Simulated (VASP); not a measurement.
Lu4SiF:

```
Lu Si F
1.0
     3.96650    0.00000    0.00000
     0.00000    3.96650    0.00000
     0.00000    0.00000    8.26840
Lu Si F
4 1 1
Direct
  0.00000 0.50000 0.25267
  0.50000 0.00000 0.25267
  0.00000 0.50000 0.74733
  0.50000 0.00000 0.74733
  0.00000 0.00000 0.00000
  0.00000 0.00000 0.50000
```

The cell was built from a structure type or drawn by symmetry, and may not be a known phase.

| Item | Value |
| --- | --- |
| Program | VASP 6.6.1 |
| Task | relaxation of cell and atoms |
| Functional | PBE |
| Potentials or basis | VASP PAW PBE potentials, release 64 (Lu, Si, F) |
| Cutoff | 600 eV |
| k mesh | 4 × 4 × 2 |
| Occupations | gaussian, width 0.1 eV |
| Spin | no spin polarisation |

At the start: pressure 10.4 GPa; volume 21.68 Å³/atom.

Question: How do energy, volume and symmetry change on relaxing?

Answer: Over 8 steps the energy falls by 506.4 meV/atom and the volume is 24.13 Å³/atom (+11.3 %); space group P4/mmm (No. 123, to 0.1 Å) before and after.

Step by step:
```csv
step,energy change (eV),largest force (eV/Å),pressure (GPa),volume (Å³)
1,0.0000,0.4378,10.44,130.09
2,-2.5427,0.4369,-3.24,156.48
3,-2.5789,0.4161,-4.32,160.00
4,-3.0254,0.0172,-0.94,147.42
5,-3.0360,0.0956,-0.03,145.43
6,-3.0359,0.0832,-0.20,145.72
7,-3.0375,0.0531,-0.10,145.33
8,-3.0383,0.0083,0.05,144.76
```

Final structure:
```yaml
crystal:
  lattice:
    - [4.56836, 0.00000, 0.00000]
    - [0.00000, 4.56836, 0.00000]
    - [0.00000, 0.00000, 6.93613]
  atoms:
    - { symbol: Lu, position: [0.00000, 0.50000, 0.24792] }
    - { symbol: Lu, position: [0.50000, 0.00000, 0.24792] }
    - { symbol: Lu, position: [0.00000, 0.50000, 0.75208] }
    - { symbol: Lu, position: [0.50000, 0.00000, 0.75208] }
    - { symbol: Si, position: [0.00000, 0.00000, 0.00000] }
    - { symbol: F, position: [0.00000, 0.00000, 0.50000] }
```

Caveat: the k points lie up to 0.45 Å⁻¹ apart in the final cell, too coarse for converged energies and pressures of a metal; a cell axis changed by over 15 % at a fixed basis, so the end point is rough; an odd number of electrons without spin polarisation forces a metal; a magnetic or distorted state may lie lower.
